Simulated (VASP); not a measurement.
# Mo (Im-3m) in VASP: a series of runs, part 2 of 2

VASP 6.6.1. The steps go on from the part before.

### 4 Single point, LDA (volume scaled by 1.04)

The input, INCAR:

```
SYSTEM = Mo
  PREC = Accurate
  ENCUT = 520
  EDIFF = 1E-6
  ISMEAR = -1
  SIGMA = 0.1
  LREAL = .FALSE.
  LASPH = .TRUE.
  NELM = 80
  ALGO = Normal
  ISIF = 2
  LWAVE = .FALSE.
  LCHARG = .FALSE.
  GGA = CA
  NBANDS = 13
```

The input, KPOINTS:

```
regular mesh
0
G
  23 23 23
  0 0 0
```

The input, POSCAR:

```
Mo
1.0
   -1.5770452288      1.5770452288      1.5770452288
    1.5770452288     -1.5770452288      1.5770452288
    1.5770452288      1.5770452288     -1.5770452288
Mo
1
Direct
    0.0000000000      0.0000000000      0.0000000000
```

Potentials or basis: VASP PAW LDA potentials, release 64 (Mo_sv).

On the command line:

```
$ cat potpaw_LDA.64/Mo_sv/POTCAR > POTCAR
$ mpirun -np 1 vasp_std > vasp.out
```

OUTCAR:

```text
SYSTEM = Mo
   PREC = Accurate
   ENCUT = 520
   EDIFF = 1E-6
   ISMEAR = -1
   LREAL = .FALSE.
   LASPH = .TRUE.
   NELM = 80
   ISIF = 2
   GGA = CA

 ion  position               nearest neighbor table
   1  0.000  0.000  0.000-

  LATTYP: Found a body centered cubic cell.
 ALAT       =     3.1540904576

  Lattice vectors:

 A1 = (  -1.5770452288,   1.5770452288,   1.5770452288)
 A2 = (   1.5770452288,  -1.5770452288,   1.5770452288)
 A3 = (   1.5770452288,   1.5770452288,  -1.5770452288)

Analysis of symmetry for initial positions (statically):
=====================================================================
 Subroutine PRICEL returns:
 Original cell was already a primitive cell.

 Routine SETGRP: Setting up the symmetry group for a
 body centered cubic supercell.

 Subroutine GETGRP returns: Found 48 space group operations
[... 9 lines left out ...]

 Routine SETGRP: Setting up the symmetry group for a
 body centered cubic supercell.

 Subroutine GETGRP returns: Found 48 space group operations
[... 11 lines left out ...]
                                     Primitive cell

  volume of cell :      15.6889
[... 135 lines left out ...]

 val. band max:       12.3759029653   @ k =  -0.3043   0.3478   0.1739
 cond. band min:      12.4038884590   @ k =   0.4348   0.1304   0.0000
 fundamental gap:      0.0279854937
 Fermi energy:        12.4009113787

 k-point     1 :       0.0000    0.0000    0.0000
  band No.  band energies     occupation
      1     -48.5292      2.00000
      2     -21.9783      2.00000
      3     -21.9783      2.00000
      4     -21.9783      2.00000
      5       5.1897      2.00000
      6      11.0376      2.00000
      7      11.0376      2.00000
      8      11.0376      2.00000
      9      14.0238      0.00000
     10      14.0238      0.00000
     11      27.2277      0.00000
     12      27.2277      0.00000
     13      27.2277      0.00000
[... 354 lines left out ...]
  band No.  band energies     occupation
      1     -48.4745      2.00000
      2     -22.2871      2.00000
      3     -22.0496      2.00000
      4     -22.0056      2.00000
      5       6.1253      2.00000
      6      10.6264      2.00000
      7      10.7452      2.00000
      8      12.0260      1.95401
      9      13.4144      0.00008
     10      14.1258      0.00000
     11      27.9136      0.00000
     12      28.5798      0.00000
     13      28.7628      0.00000

 [... further k-points ...]
[... 5 lines left out ...]
  --------------------------------------------------------------------------------------
  -------------------------------------------------------------------------------------
  Total       -0.9642918     -0.9642918     -0.9642918     -0.0000000     -0.0000000     -0.0000000
  in kB      -98.4751448    -98.4751448    -98.4751448     -0.0000000     -0.0000000     -0.0000000
  external PRESSURE =     -98.4751448 kB  Pullay stress =       0.0000000 kB

 VOLUME and BASIS-vectors are now :
 -----------------------------------------------------------------------------
  energy-cutoff  :      520.00
  volume of cell :       15.69
      direct lattice vectors                 reciprocal lattice vectors
    -1.577045229  1.577045229  1.577045229     0.000000000  0.317048611  0.317048611
     1.577045229 -1.577045229  1.577045229     0.317048611  0.000000000  0.317048611
     1.577045229  1.577045229 -1.577045229     0.317048611  0.317048611  0.000000000

 POSITION                                       TOTAL-FORCE (eV/Angst)
 -----------------------------------------------------------------------------------
      0.00000      0.00000      0.00000         0.000000      0.000000      0.000000
 -----------------------------------------------------------------------------------
    total drift:                                0.000000      0.000000      0.000000

  FREE ENERGIE OF THE ION-ELECTRON SYSTEM (eV)
  ---------------------------------------------------
  free  energy   TOTEN  =       -12.1243519419 eV

  energy  without entropy=      -12.1044367207  energy(sigma->0) =      -12.11439433
```

It took 78 s on 1 thread of Intel Xeon 8259CL, shared host; peak memory 0.18 GiB.

What came out:

- Free energy: -12.1244 eV
- Pressure: -9.8 GPa
- Band gap on the k mesh: zero (band 7 reaches 16.26 eV, above the bottom of band 8 at 11.04 eV)

### 5 Single point, LDA (volume scaled by 1.08)

The input, INCAR:

```
  PREC = Accurate
  ENCUT = 520
  EDIFF = 1E-6
  ISMEAR = -1
  SIGMA = 0.1
  LREAL = F
  LASPH = T
  NELM = 60
  ALGO = Normal
  ISIF = 2
  LWAVE = F
  LCHARG = F
  NBANDS = 13
```

The input, KPOINTS:

```
regular mesh
0
Gamma
  23 23 23
```

The input, POSCAR:

```
Mo
1.0
   -1.5970099460      1.5970099460      1.5970099460
    1.5970099460     -1.5970099460      1.5970099460
    1.5970099460      1.5970099460     -1.5970099460
Mo
1
Direct
    0.0000000000      0.0000000000      0.0000000000
```

On the command line:

```
$ cat potpaw_LDA.64/Mo_sv/POTCAR > POTCAR
$ mpirun -np 1 vasp_std > vasp.out
```

It took 79 s on 1 thread of Intel Xeon 8259CL, shared host; peak memory 0.19 GiB.

It converged, with:

| Quantity | Value |
| --- | --- |
| Free energy | -12.0708 eV |
| Pressure | -18.5 GPa |
| Band gap on the k mesh | zero (band 7 reaches 15.46 eV, above the bottom of band 8 at 10.51 eV) |

Levels at points of the mesh, in eV from the Fermi level:
| k point | band 3 | band 4 | band 5 | band 6 | band 7 | band 8 | band 9 | band 10 | band 11 | band 12 |
| --- | --- | --- | --- | --- | --- | --- | --- | --- | --- | --- |
| (0.00, 0.00, 0.00) | -34.45 | -34.45 | -7.08 | -1.29 | -1.29 | -1.29 | 1.56 | 1.56 | 14.77 | 14.77 |

### 6 Single point, LDA (volume scaled by 1.12)

The input, INCAR:

```
PREC = Accurate ; ENCUT = 520
EDIFF = 1E-6 ; ISMEAR = -1
SIGMA = 0.1 ; LREAL = F
LASPH = T ; NELM = 60
ALGO = Normal ; ISIF = 2
LWAVE = F ; LCHARG = F
GGA = CA ; NBANDS = 13
```

KPOINTS is that of step 5.

The input, POSCAR:

```
Mo
1.0
   -1.6164875967      1.6164875967      1.6164875967
    1.6164875967     -1.6164875967      1.6164875967
    1.6164875967      1.6164875967     -1.6164875967
Mo
1
Direct
    0.0000000000      0.0000000000      0.0000000000
```

Potentials or basis: VASP PAW LDA potentials, release 64 (Mo_sv).

On the command line:

```
$ cat potpaw_LDA.64/Mo_sv/POTCAR > POTCAR
$ mpirun -np 1 vasp_std > vasp.out
```

Run time: 89 s. Hardware: 1 thread of Intel Xeon 8259CL, shared host; peak memory 0.19 GiB.

Results (log left out):

- Free energy: -11.9879 eV
- Pressure: -25.5 GPa
- Band gap on the k mesh: zero (band 7 reaches 14.71 eV, above the bottom of band 8 at 10.01 eV)

Levels at points of the mesh, in eV from the Fermi level:
| k point | band 5 | band 6 | band 7 | band 8 | band 9 | band 10 |
| --- | --- | --- | --- | --- | --- | --- |
| (0.00, 0.00, 0.00) | -6.94 | -1.22 | -1.22 | -1.22 | 1.50 | 1.50 |

### 7 The runs side by side

| cell | gap on the mesh (eV) | pressure (GPa) |
| --- | --- | --- |
| a = 2.696 Å, angles 109.5°, 1 atom | none | 0.8 |
| a = 2.732 Å, angles 109.5°, 1 atom | none | -9.8 |
| a = 2.766 Å, angles 109.5°, 1 atom | none | -18.5 |
| a = 2.800 Å, angles 109.5°, 1 atom | none | -25.5 |

Alike in all rows: task single point; level LDA; potentials or basis VASP PAW LDA potentials, release 64 (Mo_sv); no spin polarisation; k mesh 23 × 23 × 23; cutoff (eV) 520; smearing fermi-dirac 0.1 eV.

Total energies depend on the potentials used, so only differences within one code and one set of settings carry meaning.
